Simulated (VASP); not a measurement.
# PbS (Fm-3m) in VASP: settings compared

Aim: see how the results for PbS move with the level of theory and the settings. Levels: PBE+D3(BJ), LDA. Tasks: density of states.

Program: VASP 6.6.1. These are calculated values, not measurements. Logs are shortened: lines on timing, memory, paths and dates and some standing lists are left out, and cuts for length are marked.

### Step 1. The cell of the first run

The structure is cubic, space group Fm-3m (No. 225). The conventional cell has a = 5.936 Å, b = 5.936 Å, c = 5.936 Å, α = 90.00°, β = 90.00°, γ = 90.00°. Pb (site symmetry m-3m) has 6 S at 2.97 Å within 3.9 Å. S (site symmetry m-3m) has 6 Pb at 2.97 Å within 3.9 Å.

### Step 2. Density of states, PBE+D3(BJ)

POSCAR

```
PbS
1.0
    0.0000000000      2.9679283527      2.9679283527
    2.9679283527      0.0000000000      2.9679283527
    2.9679283527      2.9679283527      0.0000000000
Pb S
1 1
Direct
    0.0000000000      0.0000000000      0.0000000000
    0.5000000000      0.5000000000      0.5000000000
```

INCAR.step1

```
ALGO = Normal
EDIFF = 1E-7
ENCUT = 520
GGA = PE
ISIF = 2
ISMEAR = 0
IVDW = 12
LASPH = True
LCHARG = True
LREAL = False
LWAVE = False
NBANDS = 17
NELM = 60
PREC = Accurate
SIGMA = 0.02
```

KPOINTS.step1

```
k-points
0
Gamma
  10 10 10
```

INCAR.step2

```
ALGO = Normal
EDIFF = 1E-7
ENCUT = 520
GGA = PE
ICHARG = 11
ISIF = 2
ISMEAR = -5
IVDW = 12
LASPH = True
LCHARG = False
LORBIT = 10
LREAL = False
LWAVE = False
NBANDS = 17
NEDOS = 2001
NELM = 60
PREC = Accurate
SIGMA = 0.02
```

KPOINTS.step2

```
k-points
0
Gamma
  15 15 15
```

Potentials or basis: VASP PAW PBE potentials, release 64 (Pb_d, S).

Run with:

```console
$ cat potpaw_PBE.64/Pb_d/POTCAR potpaw_PBE.64/S/POTCAR > POTCAR
$ cp INCAR.step1 INCAR
$ cp KPOINTS.step1 KPOINTS
$ mpirun -np 1 vasp_std > vasp.out
$ cp INCAR.step2 INCAR
$ cp KPOINTS.step2 KPOINTS
$ mpirun -np 1 vasp_std > vasp.out
```

OUTCAR:

```text
EDIFF = 1E-7
   ENCUT = 520
   GGA = PE
   ICHARG = 11
   ISIF = 2
   ISMEAR = -5
   IVDW = 12
   LASPH = True
   LORBIT = 10
   LREAL = False
   NELM = 60
   PREC = Accurate
 IVDW          = 12

 ion  position               nearest neighbor table
   1  0.000  0.000  0.000-   2 2.97   2 2.97   2 2.97   2 2.97   2 2.97   2 2.97
   2  0.500  0.500  0.500-   1 2.97   1 2.97   1 2.97   1 2.97   1 2.97   1 2.97

  LATTYP: Found a face centered cubic cell.
 ALAT       =     5.9358567054

  Lattice vectors:

 A1 = (   0.0000000000,   2.9679283527,   2.9679283527)
 A2 = (   2.9679283527,   0.0000000000,   2.9679283527)
 A3 = (   2.9679283527,   2.9679283527,   0.0000000000)

Analysis of symmetry for initial positions (statically):
=====================================================================
 Subroutine PRICEL returns:
 Original cell was already a primitive cell.

 Routine SETGRP: Setting up the symmetry group for a
 face centered cubic supercell.

 Subroutine GETGRP returns: Found 48 space group operations
 (whereof 48 operations were pure point group operations)
 out of a pool of 48 trial point group operations.

The static configuration has the point symmetry O_h .

Analysis of symmetry for dynamics (positions and initial velocities):
=====================================================================
 Subroutine PRICEL returns:
 Original cell was already a primitive cell.

 Routine SETGRP: Setting up the symmetry group for a
 face centered cubic supercell.

 Subroutine GETGRP returns: Found 48 space group operations
 (whereof 48 operations were pure point group operations)
 out of a pool of 48 trial point group operations.

The dynamic configuration has the point symmetry O_h .

 Subroutine INISYM returns: Found 48 space group operations
 (whereof 48 operations are pure point group operations),
 and found     1 'primitive' translations

----------------------------------------------------------------------------------------

                                     Primitive cell

  volume of cell :      52.2866

  direct lattice vectors                    reciprocal lattice vectors
     0.000000000  2.967928353  2.967928353    -0.168467679  0.168467679  0.168467679
     2.967928353  0.000000000  2.967928353     0.168467679 -0.168467679  0.168467679
     2.967928353  2.967928353  0.000000000     0.168467679  0.168467679 -0.168467679

  length of vectors
     4.197284529  4.197284529  4.197284529     0.291794579  0.291794579  0.291794579

  position of ions in fractional coordinates (direct lattice)
     0.000000000  0.000000000  0.000000000
     0.500000000  0.500000000  0.500000000

  ion indices of the primitive-cell ions
   primitive index   ion index
                 1           1
                 2           2

----------------------------------------------------------------------------------------

 KPOINTS: k-points

Automatic generation of k-mesh.
 Grid dimensions read from file:
 generate k-points for:   15   15   15

 Generating k-lattice:

  Cartesian coordinates                     Fractional coordinates (reciprocal lattice)
    -0.011231179  0.011231179  0.011231179     0.066666667  0.000000000  0.000000000
     0.011231179 -0.011231179  0.011231179     0.000000000  0.066666667  0.000000000
     0.011231179  0.011231179 -0.011231179     0.000000000  0.000000000  0.066666667

  Length of vectors
     0.019452972  0.019452972  0.019452972

  Shift w.r.t. Gamma in fractional coordinates (k-lattice)
     0.000000000  0.000000000  0.000000000

 TETIRR: Found    484 inequivalent tetrahedra from    20250

 Subroutine IBZKPT returns following result:
 ===========================================

 Found    120 irreducible k-points:

 Following reciprocal coordinates:
            Coordinates               Weight
  0.000000  0.000000  0.000000      1.000000
  0.066667  0.000000  0.000000      8.000000
  0.133333  0.000000  0.000000      8.000000
  0.200000  0.000000  0.000000      8.000000
  0.266667  0.000000  0.000000      8.000000
  0.333333  0.000000  0.000000      8.000000
[... 16 lines left out ...]
  0.133333  0.133333  0.000000      6.000000
  0.200000  0.133333  0.000000     24.000000
 [... further k-points ...]
   k-points           NKPTS =    120   k-points in BZ     NKDIM =    120   number of bands    NBANDS=     17
   number of dos      NEDOS =   2001   number of ions     NIONS =      2
   total plane-waves  NPLWV =  32768
   dimension x,y,z NGX =    32 NGY =   32 NGZ =   32
   dimension x,y,z NGXF=    64 NGYF=   64 NGZF=   64
   ions per type =               1   1
   NGX,Y,Z   is equivalent  to a cutoff of  12.67, 12.67, 12.67 a.u.
   NGXF,Y,Z  is equivalent  to a cutoff of  25.35, 25.35, 25.35 a.u.
 SYSTEM =  unknown system
   PREC   = accura    normal or accurate (medium, high low for compatibility)
   ISTART =      0    job   : 0-new  1-cont  2-samecut
   ICHARG =     11    charge: 1-file 2-atom 10-const
   ISPIN  =      1    spin polarized calculation?
   LNONCOLLINEAR =      F non collinear calculations
   LSORBIT =      F    spin-orbit coupling
   LASPH  =      T    aspherical Exc in radial PAW
   ENCUT  =  520.0 eV  38.22 Ry    6.18 a.u.   7.80  7.80  7.80*2*pi/ulx,y,z
   NELM   =     60;   NELMIN=  2; NELMDL=  0     # of ELM steps
   EDIFF  = 0.1E-06   stopping-criterion for ELM
   LREAL  =      F    real-space projection
   EDIFFG = 0.1E-05   stopping-criterion for IOM
   NSW    =      0    number of steps for IOM
   IBRION =     -1    ionic relax: 0-MD 1-quasi-New 2-CG
   NFREE  =      0    steps in history (QN), initial steepest desc. (CG)
   ISIF   =      2    stress and relaxation
   ISYM   =      2    0-nonsym 1-usesym 2-fastsym
   POTIM  = 0.5000    time-step for ionic-motion
   TEBEG  =    0.0;   TEEND  =   0.0 temperature during run
   PSTRESS=    0.0 pullay stress
   NELECT =      20.0000    total number of electrons
   NUPDOWN=      -1.0000    fix difference up-down
   EMIN   =  10.00;   EMAX   =-10.00  energy-range for DOS
   EFERMI =   0.00;   METHOD = LEGACY
   ISMEAR =    -5;   SIGMA  =   0.02  broadening in eV -4-tet -1-fermi 0-gaus
   EFERMI_NEDOS =   21; number of points for ismear=-14 and -15
   IALGO  =     38    algorithm
   IMIX   =      4    mixing-type and parameters
     AMIX     =   0.40;   BMIX     =  1.00
     AMIX_MAG =   1.60;   BMIX_MAG =  1.00
  volume/ion in A,a.u.               =      26.14       176.42
  Fermi-wavevector in a.u.,A,eV,Ry     =   1.188378  2.245710 19.214736  1.412243
  Thomas-Fermi vector in A             =   2.324509
   LORBIT       =     10    0 simple, 1 ext, 2 COOP (PROOUT), +10 PAW based schemes
   GGA     = PE    functional components
   LHFCALC =     F    Hartree Fock is set to
   AEXX    =    0.0000 exact exchange contribution
   IVDW    =    12    specifies the selected vdW correction
   LEPSILON=     F    determine dielectric tensor
   LRPA    =     F    only Hartree local field effects (RPA)
 non-spin polarized calculation
 Fermi weights with tetrahedron method with Bloechl corrections
  energy-cutoff  :      520.00
  volume of cell :       52.29
 maximum number of plane-waves:      1422

 number of electron      19.9999998 magnetization

 Free energy of the ion-electron system (eV)
  ---------------------------------------------------
  ext. energy  EPLUGINS =         0.00000000
  ---------------------------------------------------
  free energy    TOTEN  =        -8.75706533 eV

  energy without entropy =       -8.75706533  energy(sigma->0) =       -8.75706533

 E-fermi :   5.7110     XC(G=0):  -9.6717

 val. band max:        5.7101898699   @ k =   0.4667   0.0000   0.0000
 cond. band min:       6.2612855696   @ k =   0.4667   0.0000   0.0000
 fundamental gap:      0.5510956997
 Fermi energy:         5.7109742551

 k-point     1 :       0.0000    0.0000    0.0000
  band No.  band energies     occupation
      1     -11.0255      2.00000
      2     -11.0255      2.00000
      3     -11.0255      2.00000
      4     -11.0134      2.00000
      5     -11.0134      2.00000
      6      -7.7835      2.00000
[... 9 lines left out ...]
     16      12.5299      0.00000
     17      14.4597      0.00000

 k-point     2 :       0.0667    0.0000    0.0000
  band No.  band energies     occupation
      1     -11.0253      2.00000
      2     -11.0243      2.00000
      3     -11.0243      2.00000
      4     -11.0139      2.00000
      5     -11.0139      2.00000
      6      -7.7453      2.00000
[... 9 lines left out ...]
     16      12.6527      0.00000
     17      14.8807      0.00000

 k-point     3 :       0.1333    0.0000    0.0000
  band No.  band energies     occupation
      1     -11.0247      2.00000
      2     -11.0235      2.00000
      3     -11.0235      2.00000
      4     -11.0129      2.00000
      5     -11.0129      2.00000
      6      -7.6329      2.00000
[... 9 lines left out ...]
     16      12.9428      0.00000
     17      15.7918      0.00000

 k-point     4 :       0.2000    0.0000    0.0000
  band No.  band energies     occupation
      1     -11.0271      2.00000
      2     -11.0271      2.00000
      3     -11.0239      2.00000
      4     -11.0066      2.00000
      5     -11.0066      2.00000
      6      -7.4532      2.00000
[... 9 lines left out ...]
     16      13.3576      0.00000
     17      16.9571      0.00000
[... 343 lines left out ...]
      1     -11.0255      2.00000
      2     -11.0226      2.00000
      3     -11.0225      2.00000
      4     -11.0170      2.00000
      5     -11.0118      2.00000
      6      -7.6821      2.00000
[... 9 lines left out ...]
     16      13.0887      0.00000
     17      15.1281      0.00000

 k-point    23 :       0.1333    0.1333    0.0000
  band No.  band energies     occupation
      1     -11.0297      2.00000
      2     -11.0275      2.00000
      3     -11.0159      2.00000
      4     -11.0159      2.00000
      5     -11.0091      2.00000
      6      -7.5799      2.00000
[... 9 lines left out ...]
     16      13.7973      0.00000
     17      15.1411      0.00000

 k-point    24 :       0.2000    0.1333    0.0000
  band No.  band energies     occupation
      1     -11.0362      2.00000
      2     -11.0306      2.00000
      3     -11.0147      2.00000
      4     -11.0108      2.00000
      5     -11.0039      2.00000
      6      -7.4443      2.00000
[... 9 lines left out ...]
     16      14.2344      0.00000
     17      15.7483      0.00000

 [... further k-points ...]

------------------------ aborting loop because EDIFF is reached ----------------------------------------

 Edisp (eV)   -0.69285

 E8    (eV) :    -0.3120

  FORCE on cell =-STRESS in cart. coord.  units (eV):
  Direction    XX          YY          ZZ          XY          YZ          ZX
  --------------------------------------------------------------------------------------
  -------------------------------------------------------------------------------------
  Total      -0.03936    -0.03936    -0.03936     0.00000    -0.00000     0.00000
  in kB      -1.20599    -1.20599    -1.20599     0.00000    -0.00000     0.00000
  external pressure =       -1.21 kB  Pullay stress =        0.00 kB

 VOLUME and BASIS-vectors are now :
 -----------------------------------------------------------------------------
  energy-cutoff  :      520.00
  volume of cell :       52.29
      direct lattice vectors                 reciprocal lattice vectors
     0.000000000  2.967928353  2.967928353    -0.168467679  0.168467679  0.168467679
     2.967928353  0.000000000  2.967928353     0.168467679 -0.168467679  0.168467679
     2.967928353  2.967928353  0.000000000     0.168467679  0.168467679 -0.168467679

 POSITION                                       TOTAL-FORCE (eV/Angst)
 -----------------------------------------------------------------------------------
      0.00000      0.00000      0.00000         0.000000     -0.000000     -0.000000
      2.96793      2.96793      2.96793        -0.000000      0.000000      0.000000
 -----------------------------------------------------------------------------------
    total drift:                                0.000000     -0.000000     -0.000000

  FREE ENERGIE OF THE ION-ELECTRON SYSTEM (eV)
  ---------------------------------------------------
  free  energy   TOTEN  =        -9.4499121782 eV

  energy  without entropy=       -9.4499121782  energy(sigma->0) =       -9.44991218

 total charge

# of ion       s       p       d       tot
------------------------------------------
    1        1.489   0.504   9.846  11.839
    2        1.350   2.341   0.000   3.690
--------------------------------------------------
tot          2.839   2.844   9.846  15.529
```

Wall time 2.2 min (1 thread of AMD EPYC 7R13, shared host); peak memory 0.22 GiB.

Results:

* Valence electrons inside the program's atomic spheres: Pb 11.84; S 3.69
* Dispersion energy per atom: -0.346 eV

Levels at points of the mesh, in eV from the valence-band top:
| k point | band 8 | band 9 | band 10 | band 11 | band 12 | band 13 |
| --- | --- | --- | --- | --- | --- | --- |
| (0.00, 0.00, 0.00) | -2.08 | -2.08 | -2.08 | 5.29 | 5.29 | 5.29 |

Caveat: spin-orbit coupling is left out, which moves the levels of the heavy elements.

### Step 3. Density of states, LDA

POSCAR is that of step 2.

INCAR.step1

```
SYSTEM = PbS
  PREC = Accurate
  ENCUT = 520
  EDIFF = 1E-6
  ISMEAR = 0
  SIGMA = 0.02
  LREAL = .False.
  LASPH = .True.
  NELM = 100
  ALGO = Normal
  ISIF = 2
  LWAVE = .False.
  LCHARG = .True.
  GGA = CA
  NBANDS = 17
```

KPOINTS.step1

```
regular mesh
0
Gamma
  10 10 10
  0 0 0
```

INCAR.step2

```
SYSTEM = PbS
  PREC = Accurate
  ENCUT = 520
  EDIFF = 1E-6
  ISMEAR = -5
  SIGMA = 0.02
  LREAL = .False.
  LASPH = .True.
  NELM = 100
  ALGO = Normal
  ISIF = 2
  LWAVE = .False.
  LCHARG = .False.
  GGA = CA
  LORBIT = 11
  NBANDS = 17
  NEDOS = 1001
  ICHARG = 11
```

KPOINTS.step2

```
regular mesh
0
Gamma
  15 15 15
  0 0 0
```

Potentials or basis: VASP PAW LDA potentials, release 64 (Pb_d, S).

Run with:

```console
$ cat potpaw_LDA.64/Pb_d/POTCAR potpaw_LDA.64/S/POTCAR > POTCAR
$ cp INCAR.step1 INCAR
$ cp KPOINTS.step1 KPOINTS
$ mpirun -np 1 vasp_std > vasp.out
$ cp INCAR.step2 INCAR
$ cp KPOINTS.step2 KPOINTS
$ mpirun -np 1 vasp_std > vasp.out
```

Wall time 2.4 min (1 thread of AMD EPYC 7R13, shared host); peak memory 0.2 GiB.

Results (log left out):

```
Valence electrons inside the program's atomic spheres : Pb 11.85; S 3.66
```

Levels at points of the mesh, in eV from the valence-band top:
```tsv
k point	band 8	band 9	band 10	band 11	band 12	band 13
(0.00, 0.00, 0.00)	-2.04	-2.04	-2.04	5.17	5.17	5.17
```

Caveat: spin-orbit coupling is left out, which moves the levels of the heavy elements.
